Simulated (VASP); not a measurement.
**ZrF2: single point with PBE**

Crystal: ZrF2.

```
Zr F
1.0
     2.85346    0.00000    0.00000
     0.00000    2.85346    0.00000
     0.00000    0.00000    5.76100
Zr F
1 2
Direct
  0.00000 0.00000 0.00000
  0.50000 0.50000 0.22024
  0.50000 0.50000 0.77976
```

This cell differs from its parent crystal: atoms taken out.

| Property | Result |
| --- | --- |
| Program | VASP 6.6.1 |
| Task | single point |
| Functional | PBE |
| Potentials or basis | VASP PAW PBE potentials, release 64 (Zr_sv, F) |
| Cutoff | 520 eV |
| k mesh | 6 × 6 × 4 |
| Occupations | gaussian, width 0.1 eV |
| Spin | no spin polarisation |

| Property | Result |
| --- | --- |
| Pressure | 0.2 GPa |
| Largest force | 0.021 eV/Å |
| Band gap on the k mesh | zero (bands 13 and 14 overlap by 1.55 eV) |

Forces in eV/Å, atoms in the order of the input:
```
Zr   0.000  0.000  0.000
F    0.000  0.000  0.021
F    0.000  0.000 -0.021
```

Stress tensor (GPa, compression positive):
```
0.18 0.00 0.00
0.00 0.18 0.00
0.00 0.00 0.27
```

Levels at points of the mesh, in eV from the Fermi level:
| k point | band 10 | band 11 | band 12 | band 13 | band 14 | band 15 | band 16 | band 17 |
| --- | --- | --- | --- | --- | --- | --- | --- | --- |
| (0.00, 0.00, 0.00) | -7.45 | -7.45 | -7.03 | -3.60 | -0.46 | 0.27 | 3.55 | 3.55 |
| (0.50, 0.00, 0.00) | -7.97 | -7.28 | -7.11 | -2.00 | 0.17 | 2.32 | 2.39 | 2.58 |
| (0.50, 0.50, 0.00) | -8.48 | -8.48 | -6.78 | 0.97 | 1.13 | 2.13 | 2.13 | 6.18 |
| (0.00, 0.00, 0.50) | -7.47 | -7.43 | -7.43 | -3.60 | -0.41 | 1.49 | 2.54 | 3.54 |
| (0.50, 0.00, 0.50) | -7.95 | -7.40 | -7.29 | -1.92 | 0.06 | 2.33 | 2.57 | 2.57 |
| (0.50, 0.50, 0.50) | -8.42 | -8.42 | -7.02 | 1.09 | 1.33 | 2.12 | 2.12 | 6.18 |

It took 14 s on 1 thread of AMD EPYC 9R45 96-Core Processor (Zen 5) (shared host), peak memory 0.15 GiB.

Caveat: the k points lie up to 0.37 Å⁻¹ apart, too coarse for converged energies and pressures of a metal; the cell differs from its parent crystal (atoms taken out).
